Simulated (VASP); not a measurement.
Runs of VASP 6.6.1 on HfHg. The structure is that of space group Pm-3m (No. 221), or close to it. The cells are those of the table. 

```csv
cell,gap on the mesh (eV),pressure (GPa)
"a = 3.460 Å, 2 atoms",none,(a)
"a = 3.391 Å, 2 atoms",none,5.6
"a = 3.414 Å, 2 atoms",none,2.6
"a = 3.483 Å, 2 atoms",none,-4.9
```

Alike in all rows: task single point; level PBEsol; potentials or basis VASP PAW PBE potentials, release 64 (Hf_pv, Hg); no spin polarisation; k mesh 10 × 10 × 10; cutoff (eV) 520; smearing gaussian 0.05 eV.

Problem. Estimate the missing entries.

Solution. (a) -2.7.

Caveats: the PAW data sets were made with another functional, which shifts forces and pressure a little; spin-orbit coupling is left out, which moves the levels of the heavy elements.

A k mesh can miss the band edges, and the runs leave out spin-orbit coupling on Hf, Hg.

A gap of «none» marks levels without a gap at the run's occupations.
